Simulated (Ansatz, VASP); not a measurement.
Two plane-wave programs on Pt

```
Pt
1.0
     0.00000   -1.98496   -1.98496
     0.00000    1.98496   -1.98496
     3.96993    0.00000    0.00000
Pt
2
Cartesian
  1.9850 -0.0952 -2.0326
  0.0000 0.0952 0.0476
```

Change from the starting cell: mode 4 frozen in at -0.095 Å and mode 5 at -0.048 Å (largest displacements).

Alike in both runs: task single point; functional PBE; k mesh 16 × 16 × 12; occupations gaussian, width 0.15 eV; no spin polarisation.

|  | VASP | Ansatz |
| --- | --- | --- |
| version | VASP 6.6.1 | Ansatz 0.2.0 |
| potentials or method | VASP PAW PBE potentials, release 64 (Pt), cutoff 520 eV | scalar-relativistic, plane waves, PAW |
| valence electrons in the cell | 20 | 36 |

```tsv
	VASP	Ansatz	Ansatz less VASP
gap on the k mesh at the Fermi level (eV)	none	none	-
pressure (GPa)	2.3	2.8	+0.48
traceless stress, the component that is largest in VASP (GPa)	-2.05	-2.09	-0.033
rms of the force components (eV/Å)	0.569	0.575	+0.0054
```

Atom by atom the forces differ by 0.005 eV/Å (rms over components). A gap of «none» marks a metal or a gap that the smearing closes. VASP's potentials hold 20 valence electrons a cell and Ansatz's 36, so a difference there can come from the potentials and not from the codes.

Spin-orbit coupling is off throughout.
